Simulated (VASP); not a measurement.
## NiO: single point with LDA+U

NiO:

```
CELL_PARAMETERS angstrom
0.00000 2.09131 2.09131
2.09131 0.00000 2.09131
2.09131 2.09131 0.00000
ATOMIC_POSITIONS crystal
Ni 0.00000 0.00000 0.00000
O 0.50000 0.50000 0.50000
```

```yaml
Program: VASP 6.6.1
Task: single point
Functional: LDA
Potentials_or_basis: VASP PAW LDA potentials, release 64 (Ni, O)
Cutoff: 520 eV
k_mesh: 10 × 10 × 10
Occupations: gaussian, width 0.05 eV
Spin: collinear spin, ferromagnetic start
Starting_moments: "[1.81, 0.0] μB"
Hubbard_terms: Ni d U = 4.2 eV
```

- Pressure: -14.8 GPa
- Band gap on the k mesh: 0.78 eV, indirect (least direct gap 1.58 eV)
- Net moment: 2.00 μB per cell
- Site moments: Ni +1.71; O +0.26 μB
- Valence electrons inside the program's atomic spheres: Ni 9.02; O 4.97

Levels at points of the mesh, in eV from the valence-band top:
Spin up:
| k point | band 7 | band 8 | band 9 | band 10 | band 11 | band 12 |
| --- | --- | --- | --- | --- | --- | --- |
| (0.00, 0.00, 0.00) | -2.03 | -2.03 | -2.03 | 2.28 | 18.08 | 18.08 |
| (0.50, 0.00, 0.00) | -2.63 | 0.00 | 0.00 | 6.20 | 10.53 | 14.41 |
| (0.50, 0.50, 0.00) | -3.38 | -3.32 | -3.32 | 6.55 | 11.23 | 11.61 |
Spin down:
```
           k point  band 4  band 5  band 6  band 7  band 8  band 9  band 10  band 11
(0.00, 0.00, 0.00)   -3.11   -1.54   -1.54   -1.54    0.78    0.78     2.66    18.41
(0.50, 0.00, 0.00)   -4.00   -1.91   -1.91   -1.55    3.44    3.45     6.43    11.05
(0.50, 0.50, 0.00)   -2.93   -2.93   -2.10   -2.10    1.21    1.75     7.07    11.61
```

Eigenvalues of the final occupation matrices:
```
    site  spin  trace               eigenvalues
site 1 d     1   4.98  0.98 0.98 0.98 1.03 1.03
site 1 d     2   3.30  0.19 0.19 0.97 0.97 0.97
```

Wall time 26 s on 1 thread of AMD EPYC 9R45 96-Core Processor (Zen 5), with other jobs on the host, peak memory 0.12 GiB.

Caveat: a cell with one magnetic atom can't hold antiferromagnetic order, which such compounds often take. The state reached can hang on the start; a lower one may exist.
